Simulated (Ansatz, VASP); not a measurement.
**Two plane-wave programs on RbTa2As3**

```
CELL_PARAMETERS angstrom
7.09738 0.00000 0.00000
-3.54869 6.14651 0.00000
0.00000 0.00000 3.28597
ATOMIC_POSITIONS crystal
Rb 0.00000 0.00000 0.00000
Ta 0.66667 0.33333 0.00000
Ta 0.33333 0.66667 0.00000
As 0.50000 0.00000 0.50000
As 0.50000 0.50000 0.50000
As 0.00000 0.50000 0.50000
```

Change from the starting cell: species swapped into the LaGa3Pd2 type (P6/mmm, No. 191).

Alike in both runs: functional PBE; k mesh 6 × 6 × 12; occupations gaussian, width 0.1 eV; no spin polarisation.

Ansatz relaxed the structure, and its values are those at the end. VASP's run is a single point on that final structure, the one shown.

|  | VASP | Ansatz |
| --- | --- | --- |
| version | VASP 6.6.1 | Ansatz 0.2.0 |
| potentials or method | VASP PAW PBE potentials, release 64 (Rb_sv, Ta_pv, As), cutoff 520 eV | scalar-relativistic, plane waves, PAW |
| valence electrons in the cell | 46 | 80 |

VASP gave:

* gap on the k mesh at the Fermi level (eV): none
* pressure (GPa): 0.2

Q: Estimate Ansatz's values.

A: gap on the k mesh at the Fermi level (eV): none; pressure (GPa): 0.0.

A gap of «none» marks a metal or a gap that the smearing closes. The functional is the same, so the differences come from potentials, cutoffs and numerics. VASP's potentials hold 46 valence electrons a cell and Ansatz's 80, so a difference there can come from the potentials and not from the codes.

Neither program's run includes spin-orbit coupling.
